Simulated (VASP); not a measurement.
A run of VASP 6.6.1 is set up as follows.

The input INCAR:

```
PREC = Accurate ; ENCUT = 600
EDIFF = 1E-6 ; ISMEAR = 0
SIGMA = 0.1 ; LREAL = False
LASPH = True ; NELM = 120
ALGO = Normal ; ISIF = 2
LWAVE = False ; LCHARG = False
GGA = PE ; NBANDS = 67
GGA_COMPAT = False
```

KPOINTS

```
regular mesh
0
Gamma
  6 4 2
```

POSCAR

```
Na2C2O5
1.0
    2.9694000000      0.0000000000      0.0000000000
    0.0000000000      5.4964000000      0.0000000000
   -0.8400990000      0.0000000000      9.7095240000
Na C O
4 4 10
Direct
    0.6214400000      0.4765700000      0.8782500000
    0.3785600000      0.9765700000      0.1217500000
    0.5271100000      0.2119600000      0.5826900000
    0.4728900000      0.7119600000      0.4173100000
    0.1833600000      0.7574800000      0.6641100000
    0.8166400000      0.2574800000      0.3358900000
    0.9863500000      0.0317400000      0.8456300000
    0.0136500000      0.5317400000      0.1543700000
    0.0299900000      0.8977400000      0.5719200000
    0.9700100000      0.3977400000      0.4280800000
    0.8123100000      0.0334300000      0.9562900000
    0.1876900000      0.5334300000      0.0437100000
    0.0935100000      0.8003200000      0.8013700000
    0.9064900000      0.3003200000      0.1986300000
    0.0741000000      0.2088400000      0.7734500000
    0.9259000000      0.7088400000      0.2265500000
    0.4192500000      0.5763000000      0.6534600000
    0.5807500000      0.0763000000      0.3465400000
```

Potentials or basis: VASP PAW PBE potentials, release 64 (Na_pv, C, O).

Run with:

```bash
$ cat potpaw_PBE.64/Na_pv/POTCAR potpaw_PBE.64/C/POTCAR potpaw_PBE.64/O/POTCAR > POTCAR
$ mpirun -np 1 vasp_std > vasp.out
```

(1) Predict the pressure.

(2) Estimate the band gap on the k mesh.

(3) Predict the largest force.

Results:

(1) 22.0 GPa.

(2) 4.65 eV (least direct gap 4.69 eV).

(3) 0.739 eV/Å.

Caveat: the cell stands under pressure.
